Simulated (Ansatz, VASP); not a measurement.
Sc3Al: VASP beside Ansatz

```
CELL_PARAMETERS angstrom
4.43199 0.00000 0.00000
0.00000 4.43199 0.00000
0.00000 0.00000 4.43199
ATOMIC_POSITIONS crystal
Sc 0.50000 0.00000 0.50000
Sc 0.00000 0.50000 0.50000
Sc 0.50000 0.50000 0.00000
Al 0.00000 0.00000 0.00000
```

Alike in both runs: task single point; functional PBEsol; k mesh 4 × 4 × 4; occupations gaussian, width 0.1 eV; no spin polarisation.

```csv
,VASP,Ansatz
version,VASP 6.6.1,Ansatz 0.2.0
potentials or method,"VASP PAW PBE potentials, release 64 (Sc_sv, Al), cutoff 500 eV","scalar-relativistic, plane waves, PAW"
valence electrons in the cell,36,36
```

|  | VASP | Ansatz | Ansatz less VASP |
| --- | --- | --- | --- |
| gap on the k mesh at the Fermi level (eV) | none | none | - |
| pressure (GPa) | -2.5 | -2.6 | -0.06 |

VASP's potentials were made for PBE, not for PBEsol. A gap of «none» marks a metal or a gap that the smearing closes.
